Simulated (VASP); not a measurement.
A run of VASP 6.6.1:

Contents of INCAR:

```
SYSTEM = NaCl
PREC = Accurate ; ENCUT = 520
EDIFF = 1E-6 ; ISMEAR = -1
SIGMA = 0.02 ; LREAL = .FALSE.
LASPH = .TRUE. ; NELM = 80
ALGO = Normal ; ISIF = 2
LWAVE = .FALSE. ; LCHARG = .FALSE.
GGA = PE ; NBANDS = 14
```

Contents of KPOINTS:

```
Automatic mesh
0
G
  8 8 8
  0 0 0
```

The input POSCAR:

```
NaCl
1.0
    0.0000000000      2.7842339312      2.8027319622
    2.8027319622      0.0000000000      2.8027319622
    2.8027319622      2.7842339312      0.0000000000
Na Cl
1 1
Direct
    0.0000000000      0.0000000000      0.0000000000
    0.5000000000      0.5000000000      0.5000000000
```

Potentials or basis: VASP PAW PBE potentials, release 64 (Na_pv, Cl).

Command:

```console
$ cat potpaw_PBE.64/Na_pv/POTCAR potpaw_PBE.64/Cl/POTCAR > POTCAR
$ mpirun -np 1 vasp_std > vasp.out
```

Hardware: 1 thread of Intel(R) Xeon(R) Platinum 8375C CPU @ 2.90GHz (Ice Lake) (shared host).

Question: Estimate the wall time of this run.

Answer: Wall time 30 s on 1 thread of Intel(R) Xeon(R) Platinum 8375C CPU @ 2.90GHz (Ice Lake), on a shared host, peak memory 0.17 GiB. Counts: scf iterations 12, k points 59.
